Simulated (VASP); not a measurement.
CoO: single point with PBE

Crystal: CoO.

```xyz
2
Lattice="0.0000 2.1315 2.1315 2.1315 0.0000 2.1315 2.1315 2.1315 0.0000" Properties=species:S:1:pos:R:3 pbc="T T T"
Co    0.0000    0.0000    0.0000
O     2.1315    2.1315    2.1315
```

```yaml
Program: VASP 6.6.1
Task: single point
Functional: PBE
Potentials_or_basis: VASP PAW PBE potentials, release 64 (Co_sv, O)
Cutoff: 700 eV
k_mesh: 9 × 9 × 9
Occupations: fermi-dirac, width 0.05 eV
Spin: collinear spin, ferromagnetic start
Starting_moments: "[3.0, 0.0] μB"
Fixed_moment: 3 μB
Dipole_correction: no
Further_INCAR_settings: ALGO = Normal; EDIFF = 1e-06; NBANDS = 22
```

```
Pressure                                              : -2.2 GPa
Net moment                                            : 3.00 μB per cell
Site moments                                          : Co +2.57; O +0.32 μB
Valence electrons inside the program's atomic spheres : Co 14.87; O 4.98
```

It took 50 s on 1 thread of AMD EPYC 7R13 Processor (Zen 3), on a shared host, peak memory 0.16 GiB.

Caveat: the total moment is fixed, so each spin has its own Fermi level and the state may be an excited one; a cell with one magnetic atom can't hold antiferromagnetic order, which such compounds often take.
